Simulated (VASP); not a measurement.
# Mg64O65 (a cell with a defect) in VASP: further runs, part 3 of 3

VASP 6.6.1.

## Step 4: Single point, PBE

INCAR

```
  PREC = Accurate
  ENCUT = 520
  EDIFF = 1E-7
  ISMEAR = -1
  SIGMA = 0.01
  LREAL = Auto
  LASPH = True
  NELM = 60
  ALGO = Normal
  ISIF = 2
  LWAVE = False
  LCHARG = False
  GGA = PE
  NBANDS = 329
  LUSENCCL = False
```

KPOINTS

```
Automatic mesh
0
Gamma
  1 1 1
```

POSCAR

```
Mg64O65
1.0
    0.0000000000      8.5087624600      8.5087624600
    8.5087624600      0.0000000000      8.5087624600
    8.5087624600      8.5087624600      0.0000000000
Mg O
64 65
Direct
    0.0008843237      0.0005451439      0.0005561913
    0.0006804162      0.0014076665      0.2493792147
    0.0015709688     -0.0003630375      0.5014925519
    0.0014472140      0.0025164647      0.7502207319
    0.0006858224      0.2493444270      0.0014291738
    0.0003695602      0.2505366098      0.2505674015
[... 121 lines left out ...]
    0.8738277199      0.8773102475      0.8773188269
    0.1499620545      0.6497891469      0.6497525963
```

Potentials or basis: VASP PAW PBE potentials, release 64 (Mg, O).

Started as:

```sh
$ cat potpaw_PBE.64/Mg/POTCAR potpaw_PBE.64/O/POTCAR > POTCAR
$ mpirun -np 1 vasp_gam > vasp.out
```

OUTCAR:

```text
PREC = Accurate
   ENCUT = 520
   EDIFF = 1E-7
   ISMEAR = -1
   LREAL = Auto
   LASPH = True
   NELM = 60
   ISIF = 2
   GGA = PE

 ion  position               nearest neighbor table
   1  0.001  0.001  0.001-  80 2.11  68 2.12  77 2.12 113 2.13 116 2.13 125 2.13  13 3.00   4 3.00
                             5 3.00   2 3.00   8 3.00  14 3.00  17 3.00  20 3.01  29 3.01  53 3.01
   2  0.001  0.001  0.249-  65 2.12  77 2.12 113 2.12 114 2.12 126 2.14  78 2.14  15 2.93   5 2.98
                             1 3.00  17 3.00   6 3.00  54 3.00  18 3.01  50 3.01  30 3.01  51 3.02
   3  0.002  1.000  0.501-  79 2.12 115 2.13  66 2.13 127 2.13  78 2.13 114 2.14   7 3.00  16 3.00
                            31 3.00   4 3.01  19 3.01  52 3.01  18 3.01  55 3.02   6 3.02  51 3.03
   4  0.001  0.003  0.750-  79 2.07  67 2.10 116 2.11  80 2.13 115 2.14 128 2.15  16 2.93   8 2.95
                            20 2.99  19 3.00   7 3.00   1 3.00  56 3.00   3 3.01  32 3.02  49 3.02
   5  0.001  0.249  0.001-  65 2.12  68 2.12 113 2.12 117 2.12 120 2.14  72 2.14  12 2.93   2 2.98
                             1 3.00  17 3.00  54 3.00   6 3.00  21 3.01  53 3.01  24 3.01  57 3.02
   6  0.000  0.251  0.251- 118 2.12  66 2.12  69 2.12  65 2.13 114 2.13 117 2.13   7 3.00  10 3.00
                            22 3.00  18 3.00  21 3.00   2 3.00   5 3.00  58 3.00  55 3.00  54 3.01
   7  0.000  0.250  0.500- 119 2.12  70 2.12 118 2.13 115 2.13  66 2.13  67 2.13   8 2.99  23 2.99
                             4 3.00  19 3.00  11 3.00   3 3.00  55 3.00   6 3.00  59 3.01  10 3.01
   8  0.001  0.248  0.749-  71 2.07  67 2.10 116 2.11 119 2.13  68 2.14 120 2.15  12 2.93   4 2.95
                             7 2.99  23 3.00  20 3.00  56 3.00   1 3.00  24 3.01  11 3.01  53 3.02
   9  0.002  0.501  1.000-  76 2.12 121 2.13  69 2.13 124 2.13  72 2.13 117 2.14  10 3.00  16 3.00
[... 106 lines left out ...]
                            14 3.00  63 3.00  47 3.00  13 3.00  58 3.00  59 3.01  10 3.01  34 3.01
  63  0.749  0.749  0.501- 123 2.07 107 2.10 110 2.11 122 2.13 111 2.14 126 2.15  15 2.93  47 2.95
                            59 2.99  60 2.99  48 3.00  62 3.00  35 3.00  64 3.01  11 3.01  50 3.02
  64  0.751  0.749  0.749- 123 2.12 111 2.13 108 2.13 124 2.13 127 2.13 112 2.14  48 3.00  15 3.00
                            12 3.00  63 3.01  60 3.01  51 3.01  57 3.01  45 3.02  36 3.02  61 3.03
  65  0.126  0.125  0.125-   5 2.12  21 2.12   2 2.12  18 2.12  17 2.13   6 2.13
  66  0.126  0.125  0.375-  18 2.12  22 2.12   6 2.12   3 2.13   7 2.13  19 2.14
  67  0.126  0.125  0.625-   4 2.10  19 2.10  23 2.10   8 2.10  20 2.13   7 2.13
  68  0.125  0.125  0.876-   5 2.12   1 2.12  17 2.12  24 2.13  20 2.13   8 2.14
  69  0.126  0.375  0.125-  21 2.12  22 2.12   6 2.12   9 2.13  10 2.13  25 2.14
  70  0.125  0.374  0.374-  22 2.11   7 2.12  10 2.12  23 2.13  26 2.13  11 2.13
  71  0.125  0.367  0.625-  23 2.07   8 2.07  24 2.12  11 2.13  12 2.19  27 2.19
  72  0.126  0.377  0.874-   9 2.13  24 2.13  12 2.14  28 2.14   5 2.14  21 2.15
  73  0.126  0.625  0.125-  13 2.10  25 2.10  26 2.10  14 2.10  29 2.13  10 2.13
  74  0.125  0.625  0.367-  14 2.07  26 2.07  30 2.12  11 2.13  27 2.19  15 2.19
  75  0.101  0.601  0.601- 129 1.44  27 1.94  12 1.94  15 1.94  28 2.75  16 2.76  31 2.76
  76  0.126  0.626  0.884-  25 2.07  13 2.07   9 2.12  32 2.13  16 2.19  28 2.19
  77  0.125  0.876  0.125-   2 2.12   1 2.12  17 2.12  30 2.13  29 2.13  14 2.14
  78  0.126  0.874  0.377-  30 2.13   3 2.13  15 2.14  31 2.14   2 2.14  18 2.15
  79  0.126  0.884  0.626-  19 2.07   4 2.07   3 2.12  32 2.13  16 2.19  31 2.19
  80  0.126  0.877  0.877-   1 2.11  20 2.12  29 2.12   4 2.13  13 2.13  32 2.13
  81  0.376  0.125  0.125-  21 2.12  18 2.12  33 2.12  22 2.13  37 2.13  34 2.13
[... 45 lines left out ...]
 127  0.877  0.874  0.625-   3 2.13  64 2.13  15 2.14  16 2.14  51 2.15  52 2.15
 128  0.874  0.877  0.877-  16 2.01  49 2.10  52 2.14  61 2.14  13 2.15   4 2.15
 129  0.150  0.650  0.650-  75 1.44  31 1.94  28 1.94  16 1.94  15 2.76  27 2.76  12 2.76

  LATTYP: Found a face centered cubic cell.
 ALAT       =    17.0175249200

  Lattice vectors:

 A1 = (   0.0000000000,   8.5087624600,   8.5087624600)
 A2 = (   8.5087624600,   0.0000000000,   8.5087624600)
 A3 = (   8.5087624600,   8.5087624600,   0.0000000000)

Analysis of symmetry for initial positions (statically):
=====================================================================
 Subroutine PRICEL returns:
 Original cell was already a primitive cell.
[... 217 lines left out ...]
   LASPH  =      T    aspherical Exc in radial PAW
   ENCUT  =  520.0 eV  38.22 Ry    6.18 a.u.  22.37 22.37 22.37*2*pi/ulx,y,z
   NELM   =     60;   NELMIN=  2; NELMDL= -5     # of ELM steps
   EDIFF  = 0.1E-06   stopping-criterion for ELM
   LREAL  =      T    real-space projection
   EDIFFG = 0.1E-05   stopping-criterion for IOM
   NSW    =      0    number of steps for IOM
   IBRION =     -1    ionic relax: 0-MD 1-quasi-New 2-CG
   NFREE  =      0    steps in history (QN), initial steepest desc. (CG)
   ISIF   =      2    stress and relaxation
   ISYM   =      2    0-nonsym 1-usesym 2-fastsym
   POTIM  = 0.5000    time-step for ionic-motion
   TEBEG  =    0.0;   TEEND  =   0.0 temperature during run
   PSTRESS=    0.0 pullay stress
   NELECT =     518.0000    total number of electrons
   NUPDOWN=      -1.0000    fix difference up-down
   EMIN   =  10.00;   EMAX   =-10.00  energy-range for DOS
   EFERMI =   0.00;   METHOD = LEGACY
   ISMEAR =    -1;   SIGMA  =   0.01  broadening in eV -4-tet -1-fermi 0-gaus
   EFERMI_NEDOS =   21; number of points for ismear=-14 and -15
   IALGO  =     38    algorithm
   IMIX   =      4    mixing-type and parameters
     AMIX     =   0.40;   BMIX     =  1.00
     AMIX_MAG =   1.60;   BMIX_MAG =  1.00
  volume/ion in A,a.u.               =       9.55        64.45
  Fermi-wavevector in a.u.,A,eV,Ry     =   1.226427  2.317611 20.464837  1.504123
  Thomas-Fermi vector in A             =   2.361428
   LORBIT       =      0    0 simple, 1 ext, 2 COOP (PROOUT), +10 PAW based schemes
   GGA     = PE    functional components
   LHFCALC =     F    Hartree Fock is set to
   AEXX    =    0.0000 exact exchange contribution
   IVDW    =     0    specifies the selected vdW correction
   LEPSILON=     F    determine dielectric tensor
   LRPA    =     F    only Hartree local field effects (RPA)
 non-spin polarized calculation
  energy-cutoff  :      520.00
  volume of cell :     1232.05
 maximum number of plane-waves:     16612
 NGX is ok and might be reduce to    90
   NGX = 45   NGY = 45   NGZ = 45

 number of electron     517.9999904 magnetization

 Free energy of the ion-electron system (eV)
  ---------------------------------------------------
  ext. energy  EPLUGINS =         0.00000000
  ---------------------------------------------------
  free energy    TOTEN  =      -764.20601224 eV

  energy without entropy =     -764.20601224  energy(sigma->0) =     -764.20601224

 E-fermi :   3.5620     XC(G=0): -10.9640

 val. band max:        3.2852707469   @ k =   0.0000   0.0000   0.0000
 cond. band min:       7.5099993644   @ k =   0.0000   0.0000   0.0000
 fundamental gap:      4.2247286174
 Fermi energy:         3.5620399967

 k-point     1 :       0.0000    0.0000    0.0000
  band No.  band energies     occupation
      1     -18.1095      2.00000
      2     -14.0901      2.00000
      3     -13.5828      2.00000
      4     -13.5827      2.00000
      5     -13.5793      2.00000
      6     -13.5446      2.00000
[... 263 lines left out ...]
    270      10.6866      0.00000
    271      10.7149      0.00000
 [bands above 271 left out]

------------------------ aborting loop because EDIFF is reached ----------------------------------------

  FORCE on cell =-STRESS in cart. coord.  units (eV):
  Direction    XX          YY          ZZ          XY          YZ          ZX
  --------------------------------------------------------------------------------------
  -------------------------------------------------------------------------------------
  Total        7.6879785      7.6776189      7.6890809      3.4108860      3.4120668      3.4101189
  in kB        9.9975492      9.9840774      9.9989828      4.4355614      4.4370969      4.4345638
  external PRESSURE =       9.9935365 kB  Pullay stress =       0.0000000 kB

 VOLUME and BASIS-vectors are now :
 -----------------------------------------------------------------------------
  energy-cutoff  :      520.00
  volume of cell :     1232.05
      direct lattice vectors                 reciprocal lattice vectors
     0.000000000  8.508762460  8.508762460    -0.058762952  0.058762952  0.058762952
     8.508762460  0.000000000  8.508762460     0.058762952 -0.058762952  0.058762952
     8.508762460  8.508762460  0.000000000     0.058762952  0.058762952 -0.058762952

 POSITION                                       TOTAL-FORCE (eV/Angst)
 -----------------------------------------------------------------------------------
      0.00937      0.01226      0.01216         0.010171      0.003956      0.003010
      2.13389      2.12770      0.01777         0.000293     -0.007264      0.005465
     12.77275      4.28045      8.51904        -0.009010     -0.009737     -0.004577
      6.40486      6.39576      0.03373         0.003734      0.003734     -0.008993
      2.13377      0.01800      2.12745         0.001666      0.005584     -0.007408
      4.26377      2.13516      2.13490        -0.007089     -0.008442     -0.007929
[... 121 lines left out ...]
     14.92972     14.90009     14.90002         0.007074     -0.003080     -0.003374
     11.05749      6.80458      6.80489         0.136159      0.132119      0.129986
 -----------------------------------------------------------------------------------
    total drift:                                0.022982      0.006526      0.009244

  FREE ENERGIE OF THE ION-ELECTRON SYSTEM (eV)
  ---------------------------------------------------
  free  energy   TOTEN  =      -764.2060122412 eV

  energy  without entropy=     -764.2060122412  energy(sigma->0) =     -764.20601224
```

It took 2.6 min on 1 × NVIDIA H100 80GB with 1 thread of AMD EPYC 7R13 (Zen 3), shared host; peak memory 1.9 GiB.

What came out:

* Free energy: -764.2060 eV
* Pressure: 1.0 GPa
* Largest force: 0.237 eV/Å
* Band gap on the k mesh: 4.22 eV

Forces on the atoms (eV/Å):
```
Mg   0.010  0.004  0.003
Mg   0.000 -0.007  0.005
Mg  -0.009 -0.010 -0.005
Mg   0.004  0.004 -0.009
Mg   0.002  0.006 -0.007
Mg  -0.007 -0.008 -0.008
Mg  -0.004 -0.003 -0.002
Mg   0.006  0.007 -0.005
Mg  -0.008 -0.005 -0.009
Mg  -0.003 -0.002 -0.002
Mg   0.003  0.004  0.005
Mg  -0.002 -0.001  0.017
Mg   0.002 -0.008  0.003
Mg   0.007 -0.003  0.007
Mg  -0.004  0.017  0.000
Mg  -0.008 -0.008 -0.008
Mg   0.001  0.004  0.003
Mg  -0.009 -0.010  0.000
Mg  -0.010  0.001  0.003
Mg   0.003  0.008  0.000
Mg  -0.009 -0.001 -0.009
Mg  -0.005  0.002  0.002
Mg  -0.005  0.005  0.008
Mg   0.005  0.008  0.002
Mg  -0.008  0.001  0.002
Mg  -0.003  0.006  0.005
Mg   0.018 -0.003 -0.001
Mg  -0.006 -0.006 -0.009
Mg   0.003  0.001  0.008
Mg   0.005  0.002  0.007
Mg  -0.007 -0.009 -0.006
Mg   0.000  0.001  0.002
Mg  -0.003 -0.003 -0.004
Mg  -0.003 -0.004  0.007
Mg   0.002  0.002  0.010
Mg   0.005  0.005 -0.002
Mg  -0.002  0.008 -0.003
Mg  -0.006  0.007  0.007
Mg  -0.008  0.004  0.002
Mg  -0.007  0.000 -0.010
Mg   0.004  0.011  0.002
Mg  -0.007  0.001  0.005
Mg  -0.010 -0.008 -0.006
Mg   0.003  0.003 -0.011
Mg   0.005 -0.001  0.004
Mg  -0.008 -0.010  0.000
Mg   0.003 -0.011  0.003
Mg   0.009  0.001  0.001
Mg   0.008 -0.001 -0.002
Mg   0.006 -0.005  0.007
Mg   0.003 -0.007  0.003
Mg  -0.002 -0.007 -0.009
Mg   0.006  0.008 -0.006
Mg  -0.003 -0.002 -0.002
Mg  -0.011 -0.009 -0.006
Mg   0.003  0.004 -0.006
Mg   0.004  0.003 -0.007
Mg  -0.009 -0.006 -0.009
Mg  -0.004 -0.003 -0.003
Mg   0.006  0.008 -0.004
Mg  -0.001 -0.008 -0.007
Mg   0.002 -0.006  0.004
Mg   0.005 -0.005  0.009
Mg   0.009  0.004  0.003
O    0.004  0.001  0.002
O    0.001  0.005  0.001
O    0.006  0.000  0.005
O   -0.001 -0.006  0.008
O    0.001  0.001  0.005
O   -0.002  0.001  0.001
O    0.001  0.009  0.003
O   -0.004  0.005 -0.001
O    0.004  0.004  0.000
O    0.001  0.003  0.008
O   -0.135 -0.138 -0.138
O   -0.003 -0.005  0.010
O   -0.001  0.007 -0.006
O   -0.003  0.001  0.004
O   -0.003  0.011 -0.005
O    0.003 -0.002 -0.003
O    0.006  0.001  0.000
O    0.000 -0.004 -0.003
O    0.008 -0.006 -0.001
O   -0.001 -0.004  0.001
O    0.001 -0.003 -0.005
O   -0.003 -0.003 -0.003
O   -0.002  0.006 -0.003
O   -0.002  0.008 -0.004
O    0.008 -0.001 -0.006
O   -0.002 -0.003  0.005
O    0.011 -0.003 -0.003
O   -0.002  0.005 -0.004
O   -0.001  0.001 -0.004
O   -0.002 -0.004  0.008
O   -0.002 -0.003  0.004
O   -0.001  0.000  0.000
O    0.001 -0.001 -0.001
O    0.002  0.001  0.001
O    0.003  0.001  0.004
O   -0.001  0.000  0.006
O    0.001  0.001  0.002
O    0.003  0.001  0.001
O    0.003  0.002  0.001
O   -0.004 -0.003  0.000
O    0.002  0.003  0.002
O    0.004  0.002  0.001
O    0.001  0.006  0.006
O   -0.006 -0.001  0.007
O   -0.001  0.006  0.000
O   -0.004  0.000 -0.003
O   -0.006  0.007 -0.001
O   -0.004  0.001  0.002
O    0.002  0.001  0.001
O    0.002  0.004  0.001
O    0.001  0.004  0.000
O   -0.003 -0.005  0.000
O    0.001  0.001  0.004
O    0.001  0.001  0.001
O    0.002  0.001 -0.003
O   -0.003 -0.004 -0.003
O    0.001  0.001  0.004
O    0.002 -0.002  0.001
O    0.009  0.001  0.002
O    0.006 -0.003 -0.001
O   -0.004  0.000 -0.005
O   -0.003 -0.003 -0.004
O    0.006 -0.002 -0.004
O    0.007 -0.003 -0.003
O    0.136  0.132  0.130
```

Caveat: the k points lie up to 0.64 Å⁻¹ apart.
